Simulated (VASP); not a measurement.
Crystal: HfO2.

```
Hf O
1.0
     3.25221    0.00000    0.00000
    -1.62611    2.81650    0.00000
     0.00000    0.00000    5.60170
Hf O
1 2
Direct
  0.00000 0.00000 0.00000
  0.33333 0.66667 0.17312
  0.66667 0.33333 0.82688
```

Base run:

```yaml
Program: VASP 6.6.1
Functional: PBE
Potentials_or_basis: VASP PAW PBE potentials, release 64 (Hf_pv, O)
Cutoff: 520 eV
k_mesh: 12 × 12 × 6
Occupations: gaussian, width 0.05 eV
Spin: no spin polarisation
```

Its results: band gap on the k mesh 4.77 eV (least direct gap 5.01 eV); pressure -2.0 GPa; largest force 0.198 eV/Å.

Problem. The run is repeated on the same cell with these changes: dispersion from none to D3(BJ). What comes out?

Solution. Band gap on the k mesh 4.77 eV (least direct gap 5.01 eV); pressure -3.5 GPa; largest force 0.198 eV/Å.

Dispersion adds attraction, which lowers the pressure at fixed volume and, as a term added to the energy, leaves the levels alone.

Caveats: spin-orbit coupling is left out, which moves the levels of the heavy elements; the cell stands under tension (at least some runs).

A k mesh can miss the band edges.
